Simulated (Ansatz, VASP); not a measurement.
Two plane-wave programs on PbS

INCAR

```
SYSTEM = PbS
PREC = Accurate
ENCUT = 500
EDIFF = 1E-6
ISMEAR = 0
SIGMA = 0.01
LREAL = .False.
LASPH = .True.
NELM = 120
ALGO = Normal
ISIF = 2
LWAVE = .False.
LCHARG = .False.
GGA = PS
NBANDS = 17
GGA_COMPAT = .False.
```

KPOINTS

```
Automatic mesh
0
Gamma
  5 5 5
  0 0 0
```

File POSCAR:

```
PbS
1.0
    2.1126617100      1.2197458000      3.4519162500
   -2.1126617100      1.2197458000      3.4519162500
    0.0000000000     -2.4394916100      3.4519162500
Pb S
1 1
Direct
    0.9805657800      0.9805657800      0.9805657800
    0.4750355500      0.4750355500      0.4750355500
```

Input for Ansatz:

```yaml
crystal:
  lattice:
    - [2.11266171, 1.2197458, 3.45191625]
    - [-2.11266171, 1.2197458, 3.45191625]
    - [0.0, -2.43949161, 3.45191625]
  atoms:
    - { symbol: Pb, position: [0.98056578, 0.98056578, 0.98056578] }
    - { symbol: S, position: [0.47503555, 0.47503555, 0.47503555] }
basis:
  ecutwfc: 470.0
kpoints:
  mp_grid:
    grid: [5, 5, 5]
hamiltonian:
  xc: pbesol
  pseudopotentials:
    kind: paw
scf:
  occupations:
    method: fixed
output:
  stress: true
```

Alike in both runs: task single point; functional PBEsol; k mesh 5 × 5 × 5; no spin polarisation.

|  | VASP | Ansatz |
| --- | --- | --- |
| version | VASP 6.6.1 | Ansatz 0.2.0 |
| potentials or method | VASP PAW PBE potentials, release 64 (Pb_d, S), cutoff 500 eV | plane waves, PAW |
| occupations | gaussian, width 0.01 eV | fixed |
| valence electrons in the cell | 20 | 20 |

|  | VASP | Ansatz | Ansatz less VASP |
| --- | --- | --- | --- |
| pressure (GPa) | -2.3 | -2.2 | +0.05 |

VASP's potentials were made for PBE, not for PBEsol.

Spin-orbit coupling is off throughout.
